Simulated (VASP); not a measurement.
# VN (Fm-3m) in VASP: notebook

The runs below take VN through single point, with PBE.

Everything below comes from runs of VASP 6.6.1. Logs are shortened: lines on timing, memory, paths and dates and some standing lists are left out, and cuts for length are marked.

## Step 1: The cell of the first run

Symmetry: Fm-3m, No. 225, cubic system. Conventional cell: a = 4.125 Å, b = 4.125 Å, c = 4.125 Å, α = 90.00°, β = 90.00°, γ = 90.00°. V (site symmetry m-3m) has 6 N at 2.06 Å within 2.7 Å. N (site symmetry m-3m) has 6 V at 2.06 Å within 2.7 Å.

## Step 2: Single point, PBE, collinear spin, ferromagnetic start

Input file INCAR:

```
ALGO = Normal
EDIFF = 1E-6
ENCUT = 600
GGA = PE
GGA_COMPAT = F
ISIF = 2
ISMEAR = 1
ISPIN = 2
LASPH = T
LCHARG = T
LELF = T
LMAXMIX = 4
LORBIT = 11
LREAL = F
LVHAR = T
LWAVE = F
MAGMOM = 0.3 0
NBANDS = 20
NELM = 200
PREC = Accurate
SIGMA = 0.0037
```

Input file KPOINTS:

```
k-points
0
Gamma
  6 6 6
```

Input file POSCAR:

```
VN
1.0
    0.0000000000      2.0624650000      2.0624650000
    2.0624650000      0.0000000000      2.0624650000
    2.0624650000      2.0624650000      0.0000000000
V N
1 1
Direct
    0.0000000000      0.0000000000      0.0000000000
    0.5000000000      0.5000000000      0.5000000000
```

Potentials or basis: VASP PAW PBE potentials, release 64 (V_sv, N).

Run with:

```
$ cat potpaw_PBE.64/V_sv/POTCAR potpaw_PBE.64/N/POTCAR > POTCAR
$ mpirun -np 1 vasp_std > vasp.out
```

OUTCAR:

```text
EDIFF = 1E-6
   ENCUT = 600
   GGA = PE
   ISIF = 2
   ISMEAR = 1
   ISPIN = 2
   LASPH = T
   LORBIT = 11
   LREAL = F
   NELM = 200
   PREC = Accurate

 ion  position               nearest neighbor table
   1  0.000  0.000  0.000-   2 2.06   2 2.06   2 2.06   2 2.06   2 2.06   2 2.06
   2  0.500  0.500  0.500-   1 2.06   1 2.06   1 2.06   1 2.06   1 2.06   1 2.06

  LATTYP: Found a face centered cubic cell.
 ALAT       =     4.1249300000

  Lattice vectors:

 A1 = (   0.0000000000,   2.0624650000,   2.0624650000)
 A2 = (   2.0624650000,   0.0000000000,   2.0624650000)
 A3 = (   2.0624650000,   2.0624650000,   0.0000000000)

Analysis of symmetry for initial positions (statically):
=====================================================================
 Subroutine PRICEL returns:
 Original cell was already a primitive cell.

 Routine SETGRP: Setting up the symmetry group for a
 face centered cubic supercell.

 Subroutine GETGRP returns: Found 48 space group operations
 (whereof 48 operations were pure point group operations)
 out of a pool of 48 trial point group operations.

The static configuration has the point symmetry O_h .

Analysis of symmetry for dynamics (positions and initial velocities):
=====================================================================
 Subroutine PRICEL returns:
 Original cell was already a primitive cell.

 Routine SETGRP: Setting up the symmetry group for a
 face centered cubic supercell.

 Subroutine GETGRP returns: Found 48 space group operations
 (whereof 48 operations were pure point group operations)
 out of a pool of 48 trial point group operations.

The dynamic configuration has the point symmetry O_h .

Analysis of structural, dynamic, and magnetic symmetry:
=====================================================================
 Subroutine PRICEL returns:
 Original cell was already a primitive cell.

 Routine SETGRP: Setting up the symmetry group for a
 face centered cubic supercell.

 Subroutine GETGRP returns: Found 48 space group operations
 (whereof 48 operations were pure point group operations)
 out of a pool of 48 trial point group operations.

The overall configuration has the point symmetry O_h .

 Subroutine INISYM returns: Found 48 space group operations
 (whereof 48 operations are pure point group operations),
 and found     1 'primitive' translations

----------------------------------------------------------------------------------------

                                     Primitive cell

  volume of cell :      17.5465

  direct lattice vectors                    reciprocal lattice vectors
     0.000000000  2.062465000  2.062465000    -0.242428356  0.242428356  0.242428356
     2.062465000  0.000000000  2.062465000     0.242428356 -0.242428356  0.242428356
     2.062465000  2.062465000  0.000000000     0.242428356  0.242428356 -0.242428356

  length of vectors
     2.916765975  2.916765975  2.916765975     0.419898230  0.419898230  0.419898230

  position of ions in fractional coordinates (direct lattice)
     0.000000000  0.000000000  0.000000000
     0.500000000  0.500000000  0.500000000

  ion indices of the primitive-cell ions
   primitive index   ion index
                 1           1
                 2           2

----------------------------------------------------------------------------------------

 KPOINTS: k-points

Automatic generation of k-mesh.
 Grid dimensions read from file:
 generate k-points for:    6    6    6

 Generating k-lattice:

  Cartesian coordinates                     Fractional coordinates (reciprocal lattice)
    -0.040404726  0.040404726  0.040404726     0.166666667  0.000000000  0.000000000
     0.040404726 -0.040404726  0.040404726     0.000000000  0.166666667  0.000000000
     0.040404726  0.040404726 -0.040404726     0.000000000  0.000000000  0.166666667

  Length of vectors
     0.069983038  0.069983038  0.069983038

  Shift w.r.t. Gamma in fractional coordinates (k-lattice)
     0.000000000  0.000000000  0.000000000

 Subroutine IBZKPT returns following result:
 ===========================================

 Found     16 irreducible k-points:

 Following reciprocal coordinates:
            Coordinates               Weight
  0.000000  0.000000  0.000000      1.000000
  0.166667  0.000000  0.000000      8.000000
  0.333333  0.000000  0.000000      8.000000
  0.500000  0.000000  0.000000      4.000000
  0.166667  0.166667  0.000000      6.000000
  0.333333  0.166667  0.000000     24.000000
[... 8 lines left out ...]
 -0.333333  0.333333  0.166667     24.000000
 -0.333333  0.500000  0.166667     12.000000
   k-points           NKPTS =     16   k-points in BZ     NKDIM =     16   number of bands    NBANDS=     20
   number of dos      NEDOS =    301   number of ions     NIONS =      2
   total plane-waves  NPLWV =  13824
   dimension x,y,z NGX =    24 NGY =   24 NGZ =   24
   dimension x,y,z NGXF=    48 NGYF=   48 NGZF=   48
   ions per type =               1   1
   NGX,Y,Z   is equivalent  to a cutoff of  13.68, 13.68, 13.68 a.u.
   NGXF,Y,Z  is equivalent  to a cutoff of  27.36, 27.36, 27.36 a.u.
 SYSTEM =  unknown system
   PREC   = accura    normal or accurate (medium, high low for compatibility)
   ISTART =      0    job   : 0-new  1-cont  2-samecut
   ICHARG =      2    charge: 1-file 2-atom 10-const
   ISPIN  =      2    spin polarized calculation?
   LNONCOLLINEAR =      F non collinear calculations
   LSORBIT =      F    spin-orbit coupling
   LASPH  =      T    aspherical Exc in radial PAW
   ENCUT  =  600.0 eV  44.10 Ry    6.64 a.u.   5.83  5.83  5.83*2*pi/ulx,y,z
   NELM   =    200;   NELMIN=  2; NELMDL= -5     # of ELM steps
   EDIFF  = 0.1E-05   stopping-criterion for ELM
   LREAL  =      F    real-space projection
   EDIFFG = 0.1E-04   stopping-criterion for IOM
   NSW    =      0    number of steps for IOM
   IBRION =     -1    ionic relax: 0-MD 1-quasi-New 2-CG
   NFREE  =      0    steps in history (QN), initial steepest desc. (CG)
   ISIF   =      2    stress and relaxation
   ISYM   =      2    0-nonsym 1-usesym 2-fastsym
   POTIM  = 0.5000    time-step for ionic-motion
   TEBEG  =    0.0;   TEEND  =   0.0 temperature during run
   PSTRESS=    0.0 pullay stress
   NELECT =      18.0000    total number of electrons
   NUPDOWN=      -1.0000    fix difference up-down
   EMIN   =  10.00;   EMAX   =-10.00  energy-range for DOS
   EFERMI =   0.00;   METHOD = LEGACY
   ISMEAR =     1;   SIGMA  =   0.00  broadening in eV -4-tet -1-fermi 0-gaus
   EFERMI_NEDOS =   21; number of points for ismear=-14 and -15
   IALGO  =     38    algorithm
   IMIX   =      4    mixing-type and parameters
     AMIX     =   0.40;   BMIX     =  1.00
     AMIX_MAG =   1.60;   BMIX_MAG =  1.00
  volume/ion in A,a.u.               =       8.77        59.20
  Fermi-wavevector in a.u.,A,eV,Ry     =   1.651084  3.120096 37.090533  2.726077
  Thomas-Fermi vector in A             =   2.739923
   LORBIT       =     11    0 simple, 1 ext, 2 COOP (PROOUT), +10 PAW based schemes
   GGA     = PE    functional components
   LHFCALC =     F    Hartree Fock is set to
   AEXX    =    0.0000 exact exchange contribution
   IVDW    =     0    specifies the selected vdW correction
   LEPSILON=     F    determine dielectric tensor
   LRPA    =     F    only Hartree local field effects (RPA)
 spin polarized calculation
 Methfessel and Paxton  Order N= 1 SIGMA  =   0.00
  energy-cutoff  :      600.00
  volume of cell :       17.55
 maximum number of plane-waves:       596
   NGX = 11   NGY = 11   NGZ = 11

 number of electron      18.0000005 magnetization       0.3148007

 Free energy of the ion-electron system (eV)
  ---------------------------------------------------
  ext. energy  EPLUGINS =         0.00000000
  ---------------------------------------------------
  free energy    TOTEN  =       -19.27050466 eV

  energy without entropy =      -19.27047907  energy(sigma->0) =      -19.27049613

 E-fermi :  12.0099     XC(G=0): -13.5878

 val. band max:       11.8685390425   @ k =  -0.3333   0.3333   0.1667
 cond. band min:      12.0106168505   @ k =  -0.1667   0.1667   0.0000
 fundamental gap:      0.1420778081
 Fermi energy:        12.0098716651

 spin component 1

 k-point     1 :       0.0000    0.0000    0.0000
  band No.  band energies     occupation
      1     -53.6209      1.00000
      2     -27.2571      1.00000
      3     -27.2571      1.00000
      4     -27.2571      1.00000
      5      -6.0391      1.00000
      6       9.6964      1.00000
[... 12 lines left out ...]
     19      39.4082      0.00000
     20      39.4082      0.00000
[... 323 lines left out ...]
 k-point    16 :      -0.3333    0.5000    0.1667
  band No.  band energies     occupation
      1     -53.5252      1.00000
      2     -27.6082      1.00000
      3     -27.4816      1.00000
      4     -27.4262      1.00000
      5      -3.9110      1.00000
      6       5.3967      1.00000
[... 12 lines left out ...]
     19      35.7364      0.00000
     20      41.4466      0.00000
 Fermi energy:        12.0098716651

 spin component 2

 k-point     1 :       0.0000    0.0000    0.0000
  band No.  band energies     occupation
      1     -53.2944      1.00000
      2     -26.9340      1.00000
      3     -26.9340      1.00000
      4     -26.9340      1.00000
      5      -6.0297      1.00000
      6       9.6741      1.00000
[... 12 lines left out ...]
     19      39.5010      0.00000
     20      39.5010      0.00000
[... 323 lines left out ...]
 k-point    16 :      -0.3333    0.5000    0.1667
  band No.  band energies     occupation
      1     -53.1977      1.00000
      2     -27.2894      1.00000
      3     -27.1612      1.00000
      4     -27.1053      1.00000
      5      -3.9172      1.00000
      6       5.4444      1.00000
[... 12 lines left out ...]
     19      35.8375      0.00000
     20      41.4696      0.00000

------------------------ aborting loop because EDIFF is reached ----------------------------------------

  FORCE on cell =-STRESS in cart. coord.  units (eV):
  Direction    XX          YY          ZZ          XY          YZ          ZX
  --------------------------------------------------------------------------------------
  -------------------------------------------------------------------------------------
  Total       -0.0317593     -0.0317593     -0.0317593      0.0000000     -0.0000000      0.0000000
  in kB       -2.8999553     -2.8999553     -2.8999553      0.0000000     -0.0000000      0.0000000
  external PRESSURE =      -2.8999553 kB  Pullay stress =       0.0000000 kB

 VOLUME and BASIS-vectors are now :
 -----------------------------------------------------------------------------
  energy-cutoff  :      600.00
  volume of cell :       17.55
      direct lattice vectors                 reciprocal lattice vectors
     0.000000000  2.062465000  2.062465000    -0.242428356  0.242428356  0.242428356
     2.062465000  0.000000000  2.062465000     0.242428356 -0.242428356  0.242428356
     2.062465000  2.062465000  0.000000000     0.242428356  0.242428356 -0.242428356

 POSITION                                       TOTAL-FORCE (eV/Angst)
 -----------------------------------------------------------------------------------
      0.00000      0.00000      0.00000         0.000000     -0.000000      0.000000
      2.06246      2.06246      2.06246        -0.000000      0.000000     -0.000000
 -----------------------------------------------------------------------------------
    total drift:                                0.000000     -0.000000     -0.000000

  FREE ENERGIE OF THE ION-ELECTRON SYSTEM (eV)
  ---------------------------------------------------
  free  energy   TOTEN  =       -19.2705046559 eV

  energy  without entropy=      -19.2704790739  energy(sigma->0) =      -19.27049613

 total charge

# of ion       s       p       d       tot
------------------------------------------
    1        2.237   6.276   3.151  11.665
    2        1.244   2.501   0.000   3.746
--------------------------------------------------
tot          3.482   8.777   3.151  15.410

 magnetization (x)

# of ion       s       p       d       tot
------------------------------------------
    1        0.001   0.002   0.312   0.315
    2       -0.001  -0.014   0.000  -0.014
--------------------------------------------------
tot          0.000  -0.012   0.312   0.300
```

Wall time 16 s (1 thread of Intel Xeon Platinum 8488C (Sapphire Rapids), shared host); peak memory 0.15 GiB.

What came out:

* Free energy: -19.2705 eV
* Pressure: -0.3 GPa
* Net moment: 0.31 μB per cell
* Site moments: V +0.32; N -0.01 μB
* Valence electrons inside the program's atomic spheres: V 11.66; N 3.75

Caveat: the k points lie up to 0.44 Å⁻¹ apart. With open d or f shells a metallic result of PBE can be an artefact of self-interaction; +U or a hybrid may open a gap.

## Step 3: Single point, PBE, collinear spin, ferromagnetic start

Input file INCAR:

```
PREC = Accurate
ENCUT = 600
EDIFF = 1E-6
ISMEAR = 0
SIGMA = 0.1
LREAL = F
LASPH = T
NELM = 200
ALGO = Normal
ISIF = 2
LWAVE = F
LCHARG = T
ISPIN = 2
MAGMOM = 0.3 0
LORBIT = 11
LMAXMIX = 4
GGA = PE
LELF = T
LVHAR = T
NBANDS = 20
GGA_COMPAT = F
```

Input file KPOINTS:

```
Automatic mesh
0
Gamma
  6 6 6
```

POSCAR is that of step 2.

Potentials or basis: VASP PAW PBE potentials, release 64 (V_sv, N).

Run with:

```
$ cat potpaw_PBE.64/V_sv/POTCAR potpaw_PBE.64/N/POTCAR > POTCAR
$ mpirun -np 1 vasp_std > vasp.out
```

Wall time 18 s (1 thread of Intel Xeon Platinum 8488C (Sapphire Rapids), shared host); peak memory 0.15 GiB.

Results (log left out):

| Quantity | Value |
| --- | --- |
| Free energy | -19.2738 eV |
| Pressure | -0.2 GPa |
| Net moment | 0.33 μB per cell |
| Site moments | V +0.33; N -0.01 μB |
| Valence electrons inside the program's atomic spheres | V 11.66; N 3.75 |

Levels at points of the mesh, in eV from the Fermi level:
Spin up:
| k point | band 6 | band 7 | band 8 | band 9 | band 10 | band 11 | band 12 | band 13 |
| --- | --- | --- | --- | --- | --- | --- | --- | --- |
| (0.00, 0.00, 0.00) | -2.26 | -2.26 | -2.26 | -1.70 | -1.70 | -1.70 | -0.57 | -0.57 |
| (0.50, 0.00, 0.00) | -8.95 | -6.13 | -6.13 | 0.41 | 0.41 | 1.29 | 4.90 | 4.90 |
| (0.50, 0.50, 0.00) | -6.71 | -3.95 | -3.69 | -3.69 | 0.40 | 1.01 | 1.01 | 2.57 |
Spin down:
| k point | band 7 | band 8 | band 9 | band 10 | band 11 | band 12 |
| --- | --- | --- | --- | --- | --- | --- |
| (0.00, 0.00, 0.00) | -2.28 | -2.28 | -1.36 | -1.36 | -1.36 | -0.37 |
| (0.50, 0.00, 0.00) | -6.06 | -6.06 | 0.78 | 0.78 | 1.61 | 5.04 |
| (0.50, 0.50, 0.00) | -3.69 | -3.69 | -3.67 | 0.61 | 1.41 | 1.41 |

Caveat: the k points lie up to 0.44 Å⁻¹ apart. With open d or f shells a metallic result of PBE can be an artefact of self-interaction; +U or a hybrid may open a gap.
